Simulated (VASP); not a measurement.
Here is a VASP 6.6.1 calculation.

Contents of POSCAR:

```
Y
1.0
   -0.5385346881      2.2469895608      2.2469895608
    2.2469895608     -0.5385346881      2.2469895608
    2.2469895608      2.2469895608     -0.5385346881
Y
1
Direct
    0.0000000000      0.0000000000      0.0000000000
```

File INCAR.step1:

```
ALGO = Normal
EDIFF = 1E-4
ENCUT = 520
GGA = PE
ISMEAR = 0
LASPH = T
LCHARG = F
LREAL = F
LWAVE = T
NBANDS = 12
NELM = 60
PREC = Accurate
SIGMA = 0.15
```

The input INCAR.step2:

```
ALGO = Normal
EDIFF = 1E-6
ENCUT = 520
ISIF = 2
ISMEAR = 0
ISTART = 1
LASPH = T
LCHARG = T
LELF = T
LMIXTAU = T
LREAL = F
LVHAR = T
LWAVE = F
METAGGA = R2SCAN
NBANDS = 12
NELM = 60
PREC = Accurate
SIGMA = 0.15
```

Contents of KPOINTS:

```
k-points
0
Gamma
  18 18 18
```

Potentials or basis: VASP PAW PBE potentials, release 64 (Y_sv).

Run with:

```console
$ cat potpaw_PBE.64/Y_sv/POTCAR > POTCAR
$ cp INCAR.step1 INCAR
$ mpirun -np 1 vasp_std > vasp.out
$ cp INCAR.step2 INCAR
$ mpirun -np 1 vasp_std > vasp.out
```

**Question.** Predict the pressure.

**Answer.** 4.6 GPa.

**Question.** Predict the band gap on the k mesh.

**Answer.** Zero (an odd number of electrons rules out a gap without spin polarisation).

Stress tensor (GPa, compression positive):
```
4.56 5.71 5.71
5.71 4.56 5.71
5.71 5.71 4.56
```

Caveat: the cell stands under pressure; the PAW data sets were made with another functional, which shifts forces and pressure a little.
